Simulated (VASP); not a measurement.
# BiTe (R-3m) in VASP: notebook

The runs below take BiTe through relaxation of cell and atoms, single point, with revPBE, BLYP, HSE06.

Program: VASP 6.6.1. These are calculated values, not measurements. Logs are shortened: lines on timing, memory, paths and dates and some standing lists are left out, and cuts for length are marked.

## Step 1: The cell of the first run

It takes space group R-3m (No. 166, trigonal). Conventional cell: a = 4.845 Å, b = 4.845 Å, c = 9.952 Å, α = 90.00°, β = 90.00°, γ = 120.00°. Bi (site symmetry -3m) has 6 Te at 3.25 Å within 4.3 Å. Within 4.3 Å of Te (site symmetry -3m) lie 6 Bi at 3.25 Å.

## Step 2: Relaxation of cell and atoms, revPBE

Contents of INCAR:

```
SYSTEM = BiTe
PREC = Accurate
ENCUT = 600
EDIFF = 1E-6
ISMEAR = -1
SIGMA = 0.05
LREAL = .False.
LASPH = .True.
NELM = 60
ALGO = Normal
ISIF = 3
LWAVE = .False.
LCHARG = .False.
GGA = RE
IBRION = 2
NSW = 60
EDIFFG = -0.01
```

Contents of KPOINTS:

```
Automatic mesh
0
Gamma
  7 7 7
  0 0 0
```

Contents of POSCAR:

```
BiTe
1.0
    2.4227077728      1.3987509848      3.3172919545
   -2.4227077728      1.3987509848      3.3172919545
    0.0000000000     -2.7975019696      3.3172919545
Bi Te
1 1
Direct
    0.5000000000      0.5000000000      0.5000000000
    0.0000000000      0.0000000000      0.0000000000
```

Potentials or basis: VASP PAW PBE potentials, release 64 (Bi_d, Te).

Launch:

```sh
$ cat potpaw_PBE.64/Bi_d/POTCAR potpaw_PBE.64/Te/POTCAR > POTCAR
$ mpirun -np 1 vasp_std > vasp.out
```

OUTCAR:

```text
SYSTEM = BiTe
   PREC = Accurate
   ENCUT = 600
   EDIFF = 1E-6
   ISMEAR = -1
   LREAL = .False.
   LASPH = .True.
   NELM = 60
   ISIF = 3
   GGA = RE
   IBRION = 2
   NSW = 60
   EDIFFG = -0.01

 ion  position               nearest neighbor table
   1  0.500  0.500  0.500-   2 3.25   2 3.25   2 3.25   2 3.25   2 3.25   2 3.25
   2  0.000  0.000  0.000-   1 3.25   1 3.25   1 3.25   1 3.25   1 3.25   1 3.25

  LATTYP: Found a trigonal (rhomboedric) cell.
 ALAT       =     4.3394058558
 COS(alpha) =     0.3765932224

  Lattice vectors:

 A1 = (   2.4227077728,   1.3987509848,   3.3172919545)
 A2 = (  -2.4227077728,   1.3987509848,   3.3172919545)
 A3 = (   0.0000000000,  -2.7975019696,   3.3172919545)

Analysis of symmetry for initial positions (statically):
=====================================================================
 Subroutine PRICEL returns:
 Original cell was already a primitive cell.

 Routine SETGRP: Setting up the symmetry group for a
 trigonal (rhombohedral) supercell.

 Subroutine GETGRP returns: Found 12 space group operations
 (whereof 12 operations were pure point group operations)
 out of a pool of 12 trial point group operations.

The static configuration has the point symmetry D_3d.

Analysis of symmetry for dynamics (positions and initial velocities):
=====================================================================
 Subroutine PRICEL returns:
 Original cell was already a primitive cell.

 Routine SETGRP: Setting up the symmetry group for a
 trigonal (rhombohedral) supercell.

 Subroutine GETGRP returns: Found 12 space group operations
 (whereof 12 operations were pure point group operations)
 out of a pool of 12 trial point group operations.

The dynamic configuration has the point symmetry D_3d.

 Subroutine INISYM returns: Found 12 space group operations
 (whereof 12 operations are pure point group operations),
 and found     1 'primitive' translations

----------------------------------------------------------------------------------------

                                     Primitive cell

  volume of cell :      67.4491

  direct lattice vectors                    reciprocal lattice vectors
     2.422707773  1.398750985  3.317291954     0.206380648  0.119153923  0.100483568
    -2.422707773  1.398750985  3.317291954    -0.206380648  0.119153923  0.100483568
     0.000000000 -2.797501970  3.317291954     0.000000000 -0.238307845  0.100483568

  length of vectors
     4.339405856  4.339405856  4.339405856     0.258626326  0.258626326  0.258626326

  position of ions in fractional coordinates (direct lattice)
     0.500000000  0.500000000  0.500000000
     0.000000000  0.000000000  0.000000000

  ion indices of the primitive-cell ions
   primitive index   ion index
                 1           1
                 2           2

----------------------------------------------------------------------------------------

 KPOINTS: Automatic mesh

Automatic generation of k-mesh.
 Grid dimensions read from file:
 generate k-points for:    7    7    7

 Generating k-lattice:

  Cartesian coordinates                     Fractional coordinates (reciprocal lattice)
     0.029482950  0.017021989  0.014354795     0.142857143  0.000000000  0.000000000
    -0.029482950  0.017021989  0.014354795     0.000000000  0.142857143  0.000000000
     0.000000000 -0.034043978  0.014354795     0.000000000  0.000000000  0.142857143

  Length of vectors
     0.036946618  0.036946618  0.036946618

  Shift w.r.t. Gamma in fractional coordinates (k-lattice)
     0.000000000  0.000000000  0.000000000

 Subroutine IBZKPT returns following result:
 ===========================================

 Found     44 irreducible k-points:

 Following reciprocal coordinates:
            Coordinates               Weight
  0.000000  0.000000  0.000000      1.000000
  0.142857 -0.000000  0.000000      6.000000
  0.285714 -0.000000  0.000000      6.000000
  0.428571 -0.000000  0.000000      6.000000
  0.142857  0.142857  0.000000      6.000000
  0.285714  0.142857  0.000000     12.000000
[... 16 lines left out ...]
  0.285714  0.285714  0.142857      6.000000
  0.428571  0.285714  0.142857     12.000000
 [... further k-points ...]
   k-points           NKPTS =     44   k-points in BZ     NKDIM =     44   number of bands    NBANDS=     14
   number of dos      NEDOS =    301   number of ions     NIONS =      2
   total plane-waves  NPLWV =  46656
   dimension x,y,z NGX =    36 NGY =   36 NGZ =   36
   dimension x,y,z NGXF=    72 NGYF=   72 NGZF=   72
   ions per type =               1   1
   NGX,Y,Z   is equivalent  to a cutoff of  13.79, 13.79, 13.79 a.u.
   NGXF,Y,Z  is equivalent  to a cutoff of  27.58, 27.58, 27.58 a.u.
 SYSTEM =  BiTe
   PREC   = accura    normal or accurate (medium, high low for compatibility)
   ISTART =      0    job   : 0-new  1-cont  2-samecut
   ICHARG =      2    charge: 1-file 2-atom 10-const
   ISPIN  =      1    spin polarized calculation?
   LNONCOLLINEAR =      F non collinear calculations
   LSORBIT =      F    spin-orbit coupling
   LASPH  =      T    aspherical Exc in radial PAW
   ENCUT  =  600.0 eV  44.10 Ry    6.64 a.u.   8.67  8.67  8.67*2*pi/ulx,y,z
   NELM   =     60;   NELMIN=  2; NELMDL= -5     # of ELM steps
   EDIFF  = 0.1E-05   stopping-criterion for ELM
   LREAL  =      F    real-space projection
   EDIFFG = -.1E-01   stopping-criterion for IOM
   NSW    =     60    number of steps for IOM
   IBRION =      2    ionic relax: 0-MD 1-quasi-New 2-CG
   NFREE  =      1    steps in history (QN), initial steepest desc. (CG)
   ISIF   =      3    stress and relaxation
   ISYM   =      2    0-nonsym 1-usesym 2-fastsym
   POTIM  = 0.5000    time-step for ionic-motion
   TEBEG  =    0.0;   TEEND  =   0.0 temperature during run
   PSTRESS=    0.0 pullay stress
   NELECT =      21.0000    total number of electrons
   NUPDOWN=      -1.0000    fix difference up-down
   EMIN   =  10.00;   EMAX   =-10.00  energy-range for DOS
   EFERMI =   0.00;   METHOD = LEGACY
   ISMEAR =    -1;   SIGMA  =   0.05  broadening in eV -4-tet -1-fermi 0-gaus
   EFERMI_NEDOS =   21; number of points for ismear=-14 and -15
   IALGO  =     38    algorithm
   IMIX   =      4    mixing-type and parameters
     AMIX     =   0.40;   BMIX     =  1.00
     AMIX_MAG =   1.60;   BMIX_MAG =  1.00
  volume/ion in A,a.u.               =      33.72       227.58
  Fermi-wavevector in a.u.,A,eV,Ry     =   1.109573  2.096789 16.750837  1.231152
  Thomas-Fermi vector in A             =   2.246114
   LORBIT       =      0    0 simple, 1 ext, 2 COOP (PROOUT), +10 PAW based schemes
   GGA     = RE    functional components
   LHFCALC =     F    Hartree Fock is set to
   AEXX    =    0.0000 exact exchange contribution
   IVDW    =     0    specifies the selected vdW correction
   LEPSILON=     F    determine dielectric tensor
   LRPA    =     F    only Hartree local field effects (RPA)
 conjugate gradient relaxation of ions
 non-spin polarized calculation
  energy-cutoff  :      600.00
  volume of cell :       67.45
 maximum number of plane-waves:      2263
   NGX = 17   NGY = 17   NGZ = 17

--------------------------------------- Ionic step        1  -------------------------------------------

 number of electron      21.0000005 magnetization

 Free energy of the ion-electron system (eV)
  ---------------------------------------------------
  ext. energy  EPLUGINS =         0.00000000
  ---------------------------------------------------
  free energy    TOTEN  =        -6.52642069 eV

  energy without entropy =       -6.51432044  energy(sigma->0) =       -6.52037056

------------------------ aborting loop because EDIFF is reached ----------------------------------------

  FORCE on cell =-STRESS in cart. coord.  units (eV):
  Direction    XX          YY          ZZ          XY          YZ          ZX
  --------------------------------------------------------------------------------------
  -------------------------------------------------------------------------------------
  Total        0.4701257      0.4701257      0.3902389      0.0000000     -0.0000000      0.0000000
  in kB       11.1672997     11.1672997      9.2696803      0.0000000     -0.0000000      0.0000000
  external PRESSURE =      10.5347599 kB  Pullay stress =       0.0000000 kB
[... 89 lines left out ...]
  FREE ENERGIE OF THE ION-ELECTRON SYSTEM (eV)
  ---------------------------------------------------
  free  energy   TOTEN  =        -6.5313358324 eV

  energy  without entropy=       -6.5194722721  energy(sigma->0) =       -6.52540405

[... ionic steps 4 to 9 ...]

--------------------------------------- Ionic step       10  -------------------------------------------

 number of electron      21.0000005 magnetization

------------------------ aborting loop because EDIFF is reached ----------------------------------------

  FORCE on cell =-STRESS in cart. coord.  units (eV):
  Direction    XX          YY          ZZ          XY          YZ          ZX
  --------------------------------------------------------------------------------------
  -------------------------------------------------------------------------------------
  Total        0.0344374      0.0344374      0.0204586      0.0000000      0.0000000      0.0000000
  in kB        0.7997661      0.7997661      0.4751253      0.0000000      0.0000000      0.0000000
  external PRESSURE =       0.6915525 kB  Pullay stress =       0.0000000 kB
[... 57 lines left out ...]
  energy  without entropy=       -6.5190279068  energy(sigma->0) =       -6.52528502

--------------------------------------- Ionic step       12  -------------------------------------------

 number of electron      21.0000004 magnetization

 Free energy of the ion-electron system (eV)
  ---------------------------------------------------
  ext. energy  EPLUGINS =         0.00000000
  ---------------------------------------------------
  free energy    TOTEN  =        -6.53153718 eV

  energy without entropy =       -6.51904137  energy(sigma->0) =       -6.52528928

 E-fermi :   6.4790     XC(G=0):  -9.2908

 val. band max:        6.4546370445   @ k =  -0.4286   0.2857   0.2857
 cond. band min:       6.5511740308   @ k =   0.2857   0.2857   0.2857
 fundamental gap:      0.0965369863
 Fermi energy:         6.4790345425

 k-point     1 :       0.0000    0.0000    0.0000
  band No.  band energies     occupation
      1     -16.8260      2.00000
      2     -16.8260      2.00000
      3     -16.8079      2.00000
      4     -16.8079      2.00000
      5     -16.7955      2.00000
      6      -6.8550      2.00000
      7      -1.8705      2.00000
      8       3.6271      2.00000
      9       3.6271      2.00000
     10       4.8465      2.00000
     11       8.2929      0.00000
     12       8.8917      0.00000
     13       8.8917      0.00000
     14      10.6093      0.00000
[... 375 lines left out ...]
 k-point    24 :       0.4286    0.2857    0.1429
  band No.  band energies     occupation
      1     -16.8284      2.00000
      2     -16.8248      2.00000
      3     -16.8083      2.00000
      4     -16.7994      2.00000
      5     -16.7940      2.00000
      6      -5.6892      2.00000
      7      -3.3891      2.00000
      8       2.7304      2.00000
      9       3.2288      2.00000
     10       4.0490      2.00000
     11       6.7077      0.02044
     12       7.1339      0.00000
     13       9.2899      0.00000
     14      10.2772      0.00000

 [... further k-points ...]
[... 5 lines left out ...]
  --------------------------------------------------------------------------------------
  -------------------------------------------------------------------------------------
  Total        0.0028841      0.0028841      0.0025424      0.0000000     -0.0000000      0.0000000
  in kB        0.0668347      0.0668347      0.0589152      0.0000000     -0.0000000      0.0000000
  external PRESSURE =       0.0641949 kB  Pullay stress =       0.0000000 kB
[... 17 lines left out ...]
  FREE ENERGIE OF THE ION-ELECTRON SYSTEM (eV)
  ---------------------------------------------------
  free  energy   TOTEN  =        -6.5315371842 eV

  energy  without entropy=       -6.5190413707  energy(sigma->0) =       -6.52528928

 reached required accuracy - stopping structural energy minimisation
```

Wall time 93 s (1 thread of Intel Xeon 6975P-C (Granite Rapids), shared host); peak memory 0.25 GiB.

Results:

```
Free energy                            : -6.5315 eV
Relaxed volume                         : 34.57 Å³/atom
Relaxed cell                           : a = 4.385 Å, b = 4.385 Å, c = 4.385 Å, α = 67.50°, β = 67.50°, γ = 67.50°
Space group after relaxing (to 0.05 Å) : R-3m (No. 166)
Energy gained by relaxing              : 2.6 meV/atom
Ionic steps                            : 12
Pressure after relaxing                : 0.0 GPa
```

Step by step:
| step | energy change (eV) | largest force (eV/Å) | pressure (GPa) | volume (Å³) |
| --- | --- | --- | --- | --- |
| 1 | 0.0000 | 0.0000 | 1.05 | 67.45 |
| 2 | -0.0039 | 0.0000 | -0.45 | 69.64 |
| 3 | -0.0049 | 0.0000 | 0.02 | 68.95 |
| 4 | -0.0049 | 0.0000 | 0.01 | 68.98 |
| 5 | -0.0049 | 0.0000 | -0.01 | 69.01 |
| 6 | -0.0050 | 0.0000 | -0.03 | 69.04 |
| 7 | -0.0051 | 0.0000 | -0.04 | 69.11 |
| 8 | -0.0050 | 0.0000 | -0.05 | 69.26 |
| 9 | -0.0051 | 0.0000 | -0.04 | 69.16 |
| 10 | -0.0051 | 0.0000 | 0.07 | 68.99 |
| 11 | -0.0051 | 0.0000 | 0.08 | 69.09 |
| 12 | -0.0051 | 0.0000 | 0.01 | 69.14 |

Final structure:
```
Bi Te
1.0
     2.43602    1.40643    3.36335
    -2.43602    1.40643    3.36335
     0.00000   -2.81287    3.36335
Bi Te
1 1
Cartesian
  0.0000 0.0000 5.0450
  0.0000 0.0000 0.0000
```

Caveat: the PAW data sets were made with another functional, which shifts forces and pressure a little; spin-orbit coupling is left out, which moves the levels of the heavy elements.

## Step 3: Relaxation of cell and atoms, BLYP

Contents of INCAR:

```
AGGAC    = 1.0          
AGGAX    = 1.0          
ALDAC    = 0.0          
ALDAX    = 1.0          
ALGO     = Normal         # electronic algorithm
EDIFF    = 1E-7           # SCF threshold, eV
EDIFFG   = -0.01          # ionic threshold
ENCUT    = 600            # plane-wave cutoff, eV
GGA      = B5             # functional
IBRION   = 2              # ionic algorithm
ISIF     = 3              # what is computed and relaxed
ISMEAR   = -1             # smearing method
LASPH    = T              # aspherical terms in the spheres
LCHARG   = F              # write CHGCAR
LREAL    = F              # projectors in reciprocal space
LWAVE    = F              # write WAVECAR
NELM     = 100            # most SCF steps
NSW      = 60             # ionic steps
PREC     = Accurate       # precision mode
SIGMA    = 0.05           # smearing width, eV
```

Contents of KPOINTS:

```
k-points
0
Gamma
  7 7 7
```

POSCAR is that of step 2.

Potentials or basis: VASP PAW PBE potentials, release 64 (Bi_d, Te).

Launch:

```sh
$ cat potpaw_PBE.64/Bi_d/POTCAR potpaw_PBE.64/Te/POTCAR > POTCAR
$ mpirun -np 1 vasp_std > vasp.out
```

Wall time 3.6 min (1 thread of Intel Xeon 6975P-C (Granite Rapids), shared host); peak memory 0.25 GiB.

The run converged. Its results:

* Free energy: -5.9036 eV
* Relaxed volume: 37.33 Å³/atom
* Relaxed cell: a = 4.679 Å, b = 4.679 Å, c = 4.679 Å, α = 61.35°, β = 61.35°, γ = 61.35°
* Space group after relaxing (to 0.05 Å): R-3m (No. 166)
* Energy gained by relaxing: 46.8 meV/atom
* Ionic steps: 11
* Pressure after relaxing: 0.0 GPa

Step by step:
```csv
step,energy change (eV),largest force (eV/Å),pressure (GPa),volume (Å³)
1,0.0000,0.0000,4.00,67.45
2,-0.0595,0.0000,-1.22,76.00
3,-0.0693,0.0000,0.00,73.45
4,-0.0732,0.0000,0.00,73.60
5,-0.0820,0.0000,-0.02,74.03
6,-0.0925,0.0000,-0.09,74.70
7,-0.0862,0.0000,-0.45,75.35
8,-0.0935,0.0000,-0.12,74.92
9,-0.0936,0.0000,-0.12,74.89
10,-0.0928,0.0000,0.37,73.96
11,-0.0936,0.0000,0.00,74.66
```

Final structure:
```xyz
2
Lattice="2.3874 1.3784 3.7813 -2.3874 1.3784 3.7813 0.0000 -2.7567 3.7813" Properties=species:S:1:pos:R:3 pbc="T T T"
Bi    0.0000    0.0000    5.6719
Te    0.0000    0.0000    0.0000
```

Levels at points of the mesh, in eV from the Fermi level:
```
           k point  band 7  band 8  band 9  band 10  band 11  band 12  band 13  band 14
(0.00, 0.00, 0.00)   -8.55   -2.39   -2.39    -2.16     1.81     1.92     1.92     4.93
```

Caveat: the PAW data sets were made with another functional, which shifts forces and pressure a little; spin-orbit coupling is left out, which moves the levels of the heavy elements.

## Step 4: Single point, HSE06

This run uses another cell than the first one, of 31.70 Å³/atom, 0.940 times its volume.

Contents of POSCAR:

```
BiTe
1.0
    2.3732508797      1.3701970343      3.2495731172
   -2.3732508797      1.3701970343      3.2495731172
    0.0000000000     -2.7403940685      3.2495731172
Bi Te
1 1
Direct
    0.5000000000      0.5000000000      0.5000000000
    0.0000000000      0.0000000000      0.0000000000
```

Contents of INCAR.step1:

```
SYSTEM = BiTe
  PREC = Accurate
  ENCUT = 520
  EDIFF = 1E-5
  ISMEAR = -1
  SIGMA = 0.05
  LREAL = .False.
  LASPH = .True.
  NELM = 80
  ALGO = Normal
  ISIF = 2
  LWAVE = .True.
  LCHARG = .False.
  GGA = PE
  NBANDS = 18
```

Contents of INCAR.step2:

```
SYSTEM = BiTe
  PREC = Accurate
  ENCUT = 520
  EDIFF = 1E-6
  ISMEAR = -1
  SIGMA = 0.05
  LREAL = .False.
  LASPH = .True.
  NELM = 80
  ALGO = Normal
  ISIF = 2
  LWAVE = .False.
  LCHARG = .False.
  GGA = PE
  LHFCALC = .True.
  HFSCREEN = 0.2079
  PRECFOCK = Normal
  ISTART = 1
  NBANDS = 18
```

Contents of KPOINTS:

```
Automatic mesh
0
Gamma
  4 4 4
  0 0 0
```

Launch:

```sh
$ cat potpaw_PBE.64/Bi_d/POTCAR potpaw_PBE.64/Te/POTCAR > POTCAR
$ cp INCAR.step1 INCAR
$ mpirun -np 1 vasp_std > vasp.out
$ cp INCAR.step2 INCAR
$ mpirun -np 1 vasp_std > vasp.out
```

Run time: 7.9 min. Hardware: 1 thread of Intel Xeon 6975P-C (Granite Rapids), shared host; peak memory 0.3 GiB.

The run converged. Its results:

```
Free energy : -8.6768 eV
Pressure    : 1.4 GPa
```

Stress tensor (GPa, compression positive):
```
1.53 0.00 0.00
0.00 1.53 0.00
0.00 0.00 1.08
```

Levels at points of the mesh, in eV from the Fermi level:
```
           k point  band 8  band 9  band 10  band 11  band 12  band 13
(0.00, 0.00, 0.00)   -3.71   -3.71    -2.20     2.25     3.01     3.01
(0.50, 0.00, 0.00)   -2.44   -2.34    -1.28    -1.16    -0.83     0.37
(0.50, 0.50, 0.00)   -6.97   -5.61    -4.23     2.35     3.68     4.31
(0.50, 0.50, 0.50)   -3.03   -3.03    -2.74    -1.94    -1.65    -1.65
```

Caveat: the k points lie up to 0.41 Å⁻¹ apart; the PAW data sets were made with another functional, which shifts forces and pressure a little; spin-orbit coupling is left out, which moves the levels of the heavy elements.

## Step 5: Summary

| task | level | cell | k mesh | cutoff (eV) | grid for exact exchange (PRECFOCK) | screening parameter | gap on the mesh (eV) | pressure (GPa) | relaxed volume (Å³/atom) |
| --- | --- | --- | --- | --- | --- | --- | --- | --- | --- |
| relaxation of cell and atoms | revPBE | relaxed from a = 4.339 Å, angles 67.9°, 2 atoms | 7 × 7 × 7 | 600 | - | - | none | 0.0 | 34.57 |
| relaxation of cell and atoms | BLYP | relaxed from a = 4.339 Å, angles 67.9°, 2 atoms | 7 × 7 × 7 | 600 | - | - | none | 0.0 | 37.33 |
| single point | HSE06 | a = 4.251 Å, angles 67.9°, 2 atoms | 4 × 4 × 4 | 520 | Normal | 0.2079 1/Å | none | 1.4 | - |

Alike in all rows: potentials or basis VASP PAW PBE potentials, release 64 (Bi_d, Te); no spin polarisation; smearing fermi-dirac 0.05 eV.

Caveats: some runs use coarse meshes; the PAW data sets were made with another functional, which shifts forces and pressure a little; spin-orbit coupling is left out, which moves the levels of the heavy elements.

Total energies depend on the potentials used, so only differences within one code and one set of settings carry meaning.
